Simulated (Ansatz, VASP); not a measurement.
**Cu: VASP beside Ansatz**

The input INCAR:

```
ALGO = Normal
DIPOL = 0.5 0.5 0.500
EDIFF = 1E-6
ENCUT = 520
GGA = CA
IDIPOL = 3
ISIF = 2
ISMEAR = 0
LASPH = T
LCHARG = F
LDIPOL = T
LREAL = F
LWAVE = F
NBANDS = 42
NELM = 80
PREC = Accurate
SIGMA = 0.1
```

Contents of KPOINTS:

```
k-points
0
Gamma
  15 15 1
```

File POSCAR:

```
Cu
1.0
    2.4877672850      0.0000000000      0.0000000000
   -1.2438836425      2.1544696675      0.0000000000
    0.0000000000      0.0000000000     25.1562674119
Cu
6
Direct
    0.6666666667      0.3333333333      0.2981364396
    0.3333333333      0.6666666667      0.3788818638
    0.0000000000      0.0000000000      0.4596272879
    0.6666666667      0.3333333333      0.5403727121
    0.3333333333      0.6666666667      0.6211181362
    0.0000000000      0.0000000000      0.7018635604
```

Input for Ansatz:

```yaml
crystal:
  lattice:
    - [2.487767285, 0.0, 0.0]
    - [-1.2438836425, 2.1544696675, 0.0]
    - [0.0, 0.0, 25.1562674119]
  atoms:
    - { symbol: Cu, position: [0.6666666667, 0.3333333333, 0.2981364396] }
    - { symbol: Cu, position: [0.3333333333, 0.6666666667, 0.3788818638] }
    - { symbol: Cu, position: [0.0, 0.0, 0.4596272879] }
    - { symbol: Cu, position: [0.6666666667, 0.3333333333, 0.5403727121] }
    - { symbol: Cu, position: [0.3333333333, 0.6666666667, 0.6211181362] }
    - { symbol: Cu, position: [0.0, 0.0, 0.7018635604] }
basis:
  ecutwfc: 420
kpoints:
  mp_grid: { grid: [15, 15, 1] }
hamiltonian:
  xc: lda
scf:
  occupations: { method: gaussian, width: 0.1 }
output:
  forces: true
  stress: true
  eigenvalues: true
efield:
  axis: 3
  dipole_correction: true
  ramp_width: 0.04
```

Alike in both runs: task single point; functional LDA; k mesh 15 × 15 × 1; occupations gaussian, width 0.1 eV; no spin polarisation.

|  | VASP | Ansatz |
| --- | --- | --- |
| version | VASP 6.6.1 | Ansatz 0.2.0 |
| potentials or method | VASP PAW LDA potentials, release 64 (Cu), cutoff 520 eV | scalar-relativistic, plane waves, PAW |
| valence electrons in the cell | 66 | 114 |

Ansatz gave:

* gap on the k mesh at the Fermi level (eV): none
* rms of the force components (eV/Å): 0.037

Question: Which values does VASP return?

Answer: gap on the k mesh at the Fermi level (eV): none; rms of the force components (eV/Å): 0.032.

LDA's correlation is that of Perdew and Zunger in VASP and of Perdew and Wang (1992) in Ansatz. Atom by atom the forces differ by 0.009 eV/Å (rms over components). A gap of «none» marks a metal or a gap that the smearing closes. VASP's potentials hold 66 valence electrons a cell and Ansatz's 114, so a difference there can come from the potentials and not from the codes.
